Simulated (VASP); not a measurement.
# Ti4Pb5O12 (a cell with a defect) in VASP: single point with PBEsol

Aim: the single point of Ti4Pb5O12 (a cell with a defect) with PBEsol.

Program: VASP 6.6.1. These are calculated values, not measurements. Logs are shortened: lines on timing, memory, paths and dates and some standing lists are left out, and cuts for length are marked.

## (1) The cell of the first run

The cell holds a defect, 21 atoms: a = 6.867 Å, b = 6.867 Å, c = 6.867 Å, α = 109.47°, β = 109.47°, γ = 109.47°.

## (2) Single point, PBEsol

Input file INCAR:

```
SYSTEM = Ti4Pb5O12
  ALGO = Normal
  EDIFF = 1E-6
  ENCUT = 520
  GGA = PS
  GGA_COMPAT = .False.
  ISIF = 2
  ISMEAR = -1
  LASPH = .True.
  LCHARG = .False.
  LREAL = .False.
  LWAVE = .False.
  NBANDS = 111
  NELM = 120
  PREC = Accurate
  SIGMA = 0.02
```

Input file KPOINTS:

```
k-points
0
Gamma
  2 2 2
  0 0 0
```

Input file POSCAR:

```
Ti4Pb5O12
1.0
   -3.9646000000      3.9646000000      3.9646000000
    3.9646000000     -3.9646000000      3.9646000000
    3.9646000000      3.9646000000     -3.9646000000
Ti Pb O
4 5 12
Direct
    0.4453034354      0.4334359078      0.4379130303
    0.0242773546     -0.0193336024      0.5457297079
   -0.0010593755      0.5174418605      0.0184003430
    0.5183751198     -0.0436235686     -0.0186147405
    0.0003405135      0.0116531302     -0.0149952076
    0.5711421077      0.5852671140      0.0396004641
    0.5394239015      0.0178454321      0.5210992282
   -0.2100716340      0.4270796549      0.3037759169
    0.1292059729      0.4846264440      0.6534076578
    0.4537658276      0.1908767593      0.2356227614
    0.2041189527      0.4513443979      0.2455859355
    0.2692957675      0.2429501085      0.5020556929
   -0.0008323664      0.7477299097      0.2748953236
    0.7621071483      0.0136583766      0.2782878474
    0.7556247793      0.7687786914      0.4953210917
    0.0772587398      0.2325833628      0.8106996923
    0.7738737830      0.4782954144      0.7333274479
    0.6991373657      0.1874968471     -0.0721258134
    0.5236341623      0.7276774454      0.7106265449
    0.2478181910     -0.0541921001      0.7660419714
    0.2225319074      0.7340336982      0.0373555970
```

Potentials or basis: VASP PAW PBE potentials, release 64 (Ti_sv, Pb_d, O).

Run with:

```bash
$ cat potpaw_PBE.64/Ti_sv/POTCAR potpaw_PBE.64/Pb_d/POTCAR potpaw_PBE.64/O/POTCAR > POTCAR
$ mpirun -np 1 vasp_std > vasp.out
```

OUTCAR:

```text
SYSTEM = Ti4Pb5O12
   EDIFF = 1E-6
   ENCUT = 520
   GGA = PS
   ISIF = 2
   ISMEAR = -1
   LASPH = .True.
   LREAL = .False.
   NELM = 120
   PREC = Accurate

 ion  position               nearest neighbor table
   1  0.445  0.433  0.438-  12 1.75  10 1.81  11 1.81  19 1.99  17 2.32  15 2.36   8 2.82   5 3.03
                             9 3.05   7 3.31   6 3.49
   2  0.024  0.981  0.546-  15 1.76  16 1.86  20 1.91  13 1.91  12 2.20  14 2.24   5 3.02   9 3.05
                             8 3.12   6 3.16   7 3.38   7 3.53
   3  0.999  0.517  0.018-  21 1.67  17 1.91  13 1.93  11 2.01  18 2.20  16 2.35   8 2.89   9 2.90
                             6 3.17   7 3.34   5 3.41   5 3.47
   4  0.518  0.956  0.981-  18 1.89  20 1.91  14 1.97  19 2.02  10 2.23  21 2.33   8 2.70   6 2.83
                             9 2.84   5 3.19   7 3.37
   5  0.000  0.012  0.985-  16 2.26  11 2.49  10 2.58  20 2.67  19 2.69  18 2.71  15 2.75  21 2.85
                            12 2.91  14 2.99  17 3.00   2 3.02   1 3.03   4 3.19   3 3.41   3 3.47
   6  0.571  0.585  0.040-  14 2.42  13 2.44  15 2.58   8 2.70  19 2.71   4 2.83  16 2.88  21 2.90
                            17 2.92   9 2.96  12 3.05   2 3.16   3 3.17   1 3.49   5 3.62   7 3.76
   7  0.539  0.018  0.521-  18 2.30  17 2.59  14 2.61  15 2.61  10 2.62  19 2.71  21 2.76  12 2.78
                            13 3.03  20 3.04  16 3.05   1 3.31   3 3.34   4 3.37   2 3.38   2 3.53
   8  0.790  0.427  0.304-  10 2.11  18 2.27  13 2.31  15 2.41   9 2.52   4 2.70   6 2.70  14 2.72
                             1 2.82   3 2.89  17 2.90  11 2.96   2 3.12   7 3.79   5 3.96
   9  0.129  0.485  0.653-  12 2.31  16 2.32  21 2.33  19 2.47   8 2.52  17 2.66  20 2.74   4 2.84
                            14 2.85   3 2.90   6 2.96  11 2.96   2 3.05   1 3.05   7 3.80   5 4.13
  10  0.454  0.191  0.236-   1 1.81   8 2.11   4 2.23   5 2.58   7 2.62
  11  0.204  0.451  0.246-   1 1.81   3 2.01   5 2.49   8 2.96   9 2.96
  12  0.269  0.243  0.502-   1 1.75   2 2.20   9 2.31   7 2.78   5 2.91   6 3.05
  13  0.999  0.748  0.275-   2 1.91   3 1.93   8 2.31   6 2.44   7 3.03
  14  0.762  0.014  0.278-   4 1.97   2 2.24   6 2.42   7 2.61   8 2.72   9 2.85   5 2.99
  15  0.756  0.769  0.495-   2 1.76   1 2.36   8 2.41   6 2.58   7 2.61   5 2.75
  16  0.077  0.233  0.811-   2 1.86   5 2.26   9 2.32   3 2.35   6 2.88   7 3.05
  17  0.774  0.478  0.733-   3 1.91   1 2.32   7 2.59   9 2.66   8 2.90   6 2.92   5 3.00
  18  0.699  0.187  0.928-   4 1.89   3 2.20   8 2.27   7 2.30   5 2.71
  19  0.524  0.728  0.711-   1 1.99   4 2.02   9 2.47   5 2.69   7 2.71   6 2.71
  20  0.248  0.946  0.766-   2 1.91   4 1.91   5 2.67   9 2.74   7 3.04
  21  0.223  0.734  0.037-   3 1.67   9 2.33   4 2.33   7 2.76   5 2.85   6 2.90

  LATTYP: Found a body centered cubic cell.
 ALAT       =     7.9292000000

  Lattice vectors:

 A1 = (  -3.9646000000,   3.9646000000,   3.9646000000)
 A2 = (   3.9646000000,  -3.9646000000,   3.9646000000)
 A3 = (   3.9646000000,   3.9646000000,  -3.9646000000)

Analysis of symmetry for initial positions (statically):
=====================================================================
 Subroutine PRICEL returns:
 Original cell was already a primitive cell.

 Routine SETGRP: Setting up the symmetry group for a
 body centered cubic supercell.

 Subroutine GETGRP returns: Found  1 space group operations
 (whereof  1 operations were pure point group operations)
 out of a pool of 48 trial point group operations.

The static configuration has the point symmetry C_1 .

Analysis of symmetry for dynamics (positions and initial velocities):
=====================================================================
 Subroutine PRICEL returns:
 Original cell was already a primitive cell.

 Routine SETGRP: Setting up the symmetry group for a
 body centered cubic supercell.

 Subroutine GETGRP returns: Found  1 space group operations
 (whereof  1 operations were pure point group operations)
 out of a pool of 48 trial point group operations.

The dynamic configuration has the point symmetry C_1 .

 Subroutine INISYM returns: Found  1 space group operations
 (whereof  1 operations are pure point group operations),
 and found     1 'primitive' translations

----------------------------------------------------------------------------------------

                                     Primitive cell

  volume of cell :     249.2632

  direct lattice vectors                    reciprocal lattice vectors
    -3.964600000  3.964600000  3.964600000     0.000000000  0.126116128  0.126116128
     3.964600000 -3.964600000  3.964600000     0.126116128  0.000000000  0.126116128
     3.964600000  3.964600000 -3.964600000     0.126116128  0.126116128  0.000000000

  length of vectors
     6.866888632  6.866888632  6.866888632     0.178355138  0.178355138  0.178355138

  position of ions in fractional coordinates (direct lattice)
     0.445303435  0.433435908  0.437913030
     0.024277355  0.980666398  0.545729708
     0.998940625  0.517441860  0.018400343
     0.518375120  0.956376431  0.981385260
     0.000340513  0.011653130  0.985004792
     0.571142108  0.585267114  0.039600464
[... 13 lines left out ...]
     0.247818191  0.945807900  0.766041971
     0.222531907  0.734033698  0.037355597

  ion indices of the primitive-cell ions
   primitive index   ion index
                 1           1
                 2           2
                 3           3
                 4           4
                 5           5
                 6           6
[... 13 lines left out ...]
                20          20
                21          21

----------------------------------------------------------------------------------------

 KPOINTS: k-points

Automatic generation of k-mesh.
 Grid dimensions read from file:
 generate k-points for:    2    2    2

 Generating k-lattice:

  Cartesian coordinates                     Fractional coordinates (reciprocal lattice)
     0.000000000  0.063058064  0.063058064     0.500000000  0.000000000  0.000000000
     0.063058064  0.000000000  0.063058064     0.000000000  0.500000000  0.000000000
     0.063058064  0.063058064  0.000000000     0.000000000  0.000000000  0.500000000

  Length of vectors
     0.089177569  0.089177569  0.089177569

  Shift w.r.t. Gamma in fractional coordinates (k-lattice)
     0.000000000  0.000000000  0.000000000

 Subroutine IBZKPT returns following result:
 ===========================================

 Found      8 irreducible k-points:

 Following reciprocal coordinates:
            Coordinates               Weight
  0.000000  0.000000  0.000000      1.000000
  0.500000  0.000000  0.000000      1.000000
  0.000000  0.500000  0.000000      1.000000
  0.000000  0.000000  0.500000      1.000000
  0.500000  0.000000  0.500000      1.000000
  0.500000  0.500000  0.000000      1.000000
  0.000000  0.500000  0.500000      1.000000
  0.500000  0.500000  0.500000      1.000000
   k-points           NKPTS =      8   k-points in BZ     NKDIM =      8   number of bands    NBANDS=    111
   number of dos      NEDOS =    301   number of ions     NIONS =     21
   total plane-waves  NPLWV = 157464
   dimension x,y,z NGX =    54 NGY =   54 NGZ =   54
   dimension x,y,z NGXF=   108 NGYF=  108 NGZF=  108
   ions per type =               4   5  12
   NGX,Y,Z   is equivalent  to a cutoff of  13.07, 13.07, 13.07 a.u.
   NGXF,Y,Z  is equivalent  to a cutoff of  26.15, 26.15, 26.15 a.u.
 SYSTEM =  Ti4Pb5O12
   PREC   = accura    normal or accurate (medium, high low for compatibility)
   ISTART =      0    job   : 0-new  1-cont  2-samecut
   ICHARG =      2    charge: 1-file 2-atom 10-const
   ISPIN  =      1    spin polarized calculation?
   LNONCOLLINEAR =      F non collinear calculations
   LSORBIT =      F    spin-orbit coupling
   LASPH  =      T    aspherical Exc in radial PAW
   ENCUT  =  520.0 eV  38.22 Ry    6.18 a.u.  12.77 12.77 12.77*2*pi/ulx,y,z
   NELM   =    120;   NELMIN=  2; NELMDL= -5     # of ELM steps
   EDIFF  = 0.1E-05   stopping-criterion for ELM
   LREAL  =      F    real-space projection
   EDIFFG = 0.1E-04   stopping-criterion for IOM
   NSW    =      0    number of steps for IOM
   IBRION =     -1    ionic relax: 0-MD 1-quasi-New 2-CG
   NFREE  =      0    steps in history (QN), initial steepest desc. (CG)
   ISIF   =      2    stress and relaxation
   ISYM   =      2    0-nonsym 1-usesym 2-fastsym
   POTIM  = 0.5000    time-step for ionic-motion
   TEBEG  =    0.0;   TEEND  =   0.0 temperature during run
   PSTRESS=    0.0 pullay stress
   NELECT =     190.0000    total number of electrons
   NUPDOWN=      -1.0000    fix difference up-down
   EMIN   =  10.00;   EMAX   =-10.00  energy-range for DOS
   EFERMI =   0.00;   METHOD = LEGACY
   ISMEAR =    -1;   SIGMA  =   0.02  broadening in eV -4-tet -1-fermi 0-gaus
   EFERMI_NEDOS =   21; number of points for ismear=-14 and -15
   IALGO  =     38    algorithm
   IMIX   =      4    mixing-type and parameters
     AMIX     =   0.40;   BMIX     =  1.00
     AMIX_MAG =   1.60;   BMIX_MAG =  1.00
  volume/ion in A,a.u.               =      11.87        80.10
  Fermi-wavevector in a.u.,A,eV,Ry     =   1.495455  2.826000 30.427871  2.236385
  Thomas-Fermi vector in A             =   2.607598
   LORBIT       =      0    0 simple, 1 ext, 2 COOP (PROOUT), +10 PAW based schemes
   GGA     = PS    functional components
   LHFCALC =     F    Hartree Fock is set to
   AEXX    =    0.0000 exact exchange contribution
   IVDW    =     0    specifies the selected vdW correction
   LEPSILON=     F    determine dielectric tensor
   LRPA    =     F    only Hartree local field effects (RPA)
 non-spin polarized calculation
  energy-cutoff  :      520.00
  volume of cell :      249.26
 maximum number of plane-waves:      6724
 NGX is ok and might be reduce to    54
   NGX = 25   NGY = 25   NGZ = 25

 number of electron     190.0000001 magnetization

 Free energy of the ion-electron system (eV)
  ---------------------------------------------------
  ext. energy  EPLUGINS =         0.00000000
  ---------------------------------------------------
  free energy    TOTEN  =      -151.75060265 eV

  energy without entropy =     -151.73716431  energy(sigma->0) =     -151.74388348

 E-fermi :   9.4790     XC(G=0): -12.1616

 val. band max:        9.4682836877   @ k =   0.0000   0.0000   0.0000
 cond. band min:       9.4976600222   @ k =   0.5000   0.0000   0.5000
 fundamental gap:      0.0293763345
 Fermi energy:         9.4790296014

 k-point     1 :       0.0000    0.0000    0.0000
  band No.  band energies     occupation
      1     -48.7515      2.00000
      2     -48.6969      2.00000
      3     -48.6353      2.00000
      4     -48.6304      2.00000
      5     -25.5123      2.00000
      6     -25.3055      2.00000
[... 99 lines left out ...]
    106      11.4277      0.00000
    107      11.4878      0.00000

 k-point     2 :       0.5000    0.0000    0.0000
  band No.  band energies     occupation
      1     -48.7515      2.00000
      2     -48.6969      2.00000
      3     -48.6353      2.00000
      4     -48.6304      2.00000
      5     -25.5106      2.00000
      6     -25.2894      2.00000
[... 652 lines left out ...]
 k-point     8 :       0.5000    0.5000    0.5000
  band No.  band energies     occupation
      1     -48.7515      2.00000
      2     -48.6969      2.00000
      3     -48.6353      2.00000
      4     -48.6304      2.00000
      5     -25.5126      2.00000
      6     -25.3059      2.00000
[... 99 lines left out ...]
    106      11.2206      0.00000
    107      11.4394      0.00000
 [bands above 107 left out]

------------------------ aborting loop because EDIFF is reached ----------------------------------------

  FORCE on cell =-STRESS in cart. coord.  units (eV):
  Direction    XX          YY          ZZ          XY          YZ          ZX
  --------------------------------------------------------------------------------------
  -------------------------------------------------------------------------------------
  Total       35.2561495     34.5898955     46.5582301      2.8726148      0.4581760     -2.1392098
  in kB      226.6143147    222.3318648    299.2601734     18.4641726      2.9449969    -13.7500994
  external PRESSURE =     249.4021177 kB  Pullay stress =       0.0000000 kB

 VOLUME and BASIS-vectors are now :
 -----------------------------------------------------------------------------
  energy-cutoff  :      520.00
  volume of cell :      249.26
      direct lattice vectors                 reciprocal lattice vectors
    -3.964600000  3.964600000  3.964600000     0.000000000  0.126116128  0.126116128
     3.964600000 -3.964600000  3.964600000     0.126116128  0.000000000  0.126116128
     3.964600000  3.964600000 -3.964600000     0.126116128  0.126116128  0.000000000

 POSITION                                       TOTAL-FORCE (eV/Angst)
 -----------------------------------------------------------------------------------
      1.68910      1.78320      1.74770         3.534406      0.884698      1.570093
      5.95530     -1.62810      1.82060        -0.940091      0.689607      2.322521
     -1.83600      1.98190      5.93890        -0.363136      0.130660     -2.064141
      5.62730      2.15430      1.95600        -0.199709     -0.968313     -1.633060
      3.95000      3.86030     -3.85760        -0.486870      0.685726     -0.961712
      0.21300      0.10100      4.42770        -0.322691     -1.823377     -0.384451
[... 13 lines left out ...]
      5.80430      0.26980      1.69520        -0.441577     -0.914593     -0.334258
      2.17600     -1.87980      3.64430         0.293944      1.353570      3.282073
 -----------------------------------------------------------------------------------
    total drift:                                0.000828      0.000199      0.001199

  FREE ENERGIE OF THE ION-ELECTRON SYSTEM (eV)
  ---------------------------------------------------
  free  energy   TOTEN  =      -151.7506026530 eV

  energy  without entropy=     -151.7371643079  energy(sigma->0) =     -151.74388348
```

Wall time 6.6 min (1 thread of Oxide Virtual Turin-like, shared host); peak memory 0.45 GiB.

What came out:

- Free energy: -151.7506 eV
- Pressure: 24.9 GPa
- Largest force: 3.967 eV/Å
- Band gap on the k mesh: zero (bands 95 and 96 overlap by 0.41 eV)

Forces on the atoms (eV/Å):
```
Ti   3.534  0.885  1.570
Ti  -0.940  0.690  2.323
Ti  -0.363  0.131 -2.064
Ti  -0.200 -0.968 -1.633
Pb  -0.487  0.686 -0.962
Pb  -0.323 -1.823 -0.384
Pb  -0.223 -0.619 -0.581
Pb  -0.164  0.387  0.790
Pb  -0.021  1.869  0.990
O   -1.587 -0.854 -1.472
O    0.228 -0.638  0.161
O   -0.075  1.100 -2.487
O   -0.756 -0.516  1.479
O   -0.165 -0.240  0.467
O   -0.026 -0.377 -1.953
O    1.501 -1.350  0.406
O   -0.132 -0.113 -0.667
O   -0.334  0.938  0.899
O    0.681  0.376  0.170
O   -0.442 -0.915 -0.334
O    0.294  1.354  3.282
```

Caveat: the k points lie up to 0.56 Å⁻¹ apart; the atoms stand as in a frame of molecular dynamics; the PAW data sets were made with another functional, which shifts forces and pressure a little; spin-orbit coupling is left out, which moves the levels of the heavy elements; semilocal functionals often make such compounds metallic where correlation or magnetic order opens a gap, which also shifts bond lengths.

The gap in the log of VASP goes by the Fermi energy; the results here count the filled bands.